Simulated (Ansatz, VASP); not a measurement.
## Two plane-wave programs on InRu3

File INCAR:

```
  PREC = Accurate
  ENCUT = 600
  EDIFF = 1E-6
  ISMEAR = 0
  SIGMA = 0.1
  LREAL = False
  LASPH = True
  NELM = 100
  ALGO = Fast
  ISIF = 3
  LWAVE = False
  LCHARG = False
  GGA = PE
  IBRION = 2
  NSW = 100
  EDIFFG = -0.01
```

File KPOINTS:

```
regular mesh
0
Gamma
  8 8 8
```

The input POSCAR:

```
InRu3
1.0
    5.0022477749      0.0000000000      0.0000000000
    0.0000000000      5.0022477749      0.0000000000
    0.0000000000      0.0000000000      5.0022477749
In Ru
2 6
Direct
    0.0000000000      0.0000000000      0.0000000000
    0.5000000000      0.5000000000      0.5000000000
    0.2500000000      0.0000000000      0.5000000000
    0.5000000000      0.7500000000      0.0000000000
    0.7500000000      0.0000000000      0.5000000000
    0.5000000000      0.2500000000      0.0000000000
    0.0000000000      0.5000000000      0.7500000000
    0.0000000000      0.5000000000      0.2500000000
```

Input for Ansatz:

```yaml
crystal:
  lattice:
    - [5.0022477749, 0.0, 0.0]
    - [0.0, 5.0022477749, 0.0]
    - [0.0, 0.0, 5.0022477749]
  atoms:
    - { symbol: In, position: [0.0, 0.0, 0.0] }
    - { symbol: In, position: [0.5, 0.5, 0.5] }
    - { symbol: Ru, position: [0.25, 0.0, 0.5] }
    - { symbol: Ru, position: [0.5, 0.75, 0.0] }
    - { symbol: Ru, position: [0.75, 0.0, 0.5] }
    - { symbol: Ru, position: [0.5, 0.25, 0.0] }
    - { symbol: Ru, position: [0.0, 0.5, 0.75] }
    - { symbol: Ru, position: [0.0, 0.5, 0.25] }
basis:
  ecutwfc: 420
kpoints:
  mp_grid: { grid: [8, 8, 8] }
hamiltonian:
  xc: pbe
scf:
  occupations: { method: gaussian, width: 0.1 }
output:
  forces: true
  stress: true
  eigenvalues: true
  write_density: true
  write_potential: true
  elf: true
  volumetric_format: npy
relax:
  adjacent_minimum: "off"
  f_tol: 0.01
  max_steps: 80
  cell: { stress_tol: 0.05 }
```

Change from the starting cell: species swapped into the Nb3Tl type (Pm-3n, No. 223).

Alike in both runs: task relaxation of cell and atoms; functional PBE; k mesh 8 × 8 × 8; occupations gaussian, width 0.1 eV; no spin polarisation.

|  | VASP | Ansatz |
| --- | --- | --- |
| version | VASP 6.6.1 | Ansatz 0.2.0 |
| potentials or method | VASP PAW PBE potentials, release 64 (In_d, Ru_pv), cutoff 600 eV | scalar-relativistic, plane waves, PAW |
| valence electrons in the cell | 110 | 122 |

```csv
,VASP,Ansatz,Ansatz less VASP
"gap on the k mesh at the Fermi level, each at its own relaxed structure (eV)",none,none,-
relaxed volume (Å³/atom),15.66,15.66,-0.003
relaxed cell length with the largest relative difference (Å),5.004,5.004,-0.0003
```

A gap of «none» marks a metal or a gap that the smearing closes. VASP's potentials hold 110 valence electrons a cell and Ansatz's 122, so a difference there can come from the potentials and not from the codes.
